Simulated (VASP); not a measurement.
NaI, 2 atoms in the cell. The structure is cubic, space group Fm-3m (No. 225). Conventional cell: a = 6.473 Å, b = 6.473 Å, c = 6.473 Å, α = 90.00°, β = 90.00°, γ = 90.00°. Na (site symmetry m-3m) has 6 I at 3.24 Å within 4.3 Å. Within 4.3 Å of I (site symmetry m-3m) lie 6 Na at 3.24 Å. 

| Item | Value |
| --- | --- |
| Program | VASP 6.6.1 |
| Task | relaxation of cell and atoms |
| Functional | revPBE |
| Dispersion | D3(BJ) |
| Potentials or basis | VASP PAW PBE potentials, release 64 (Na_pv, I) |
| Cutoff | 600 eV |
| k mesh | 3 × 3 × 3 |
| Occupations | gaussian, width 0.01 eV |
| Spin | no spin polarisation |
| Dipole correction | no |
| Further INCAR settings | ALGO = Normal; EDIFF = 1e-07; IBRION = 2; EDIFFG = -0.1; NSW = 80; ISIF = 3 |

Potentials or basis: VASP PAW PBE potentials, release 64 (Na_pv, I).

The run is started by

```bash
$ cat potpaw_PBE.64/Na_pv/POTCAR potpaw_PBE.64/I/POTCAR > POTCAR
$ mpirun -np 1 vasp_std > vasp.out
```

Hardware: 1 thread of Intel(R) Xeon(R) Platinum 8259CL CPU @ 2.50GHz (Skylake/Cascade Lake), with other jobs on the host.

Question: Estimate the wall time of this run.

Answer: Run time: 20 s on 1 thread of Intel(R) Xeon(R) Platinum 8259CL CPU @ 2.50GHz (Skylake/Cascade Lake), on a shared host, peak memory 0.24 GiB. Counts: scf iterations 30, k points 4, ion steps 2.
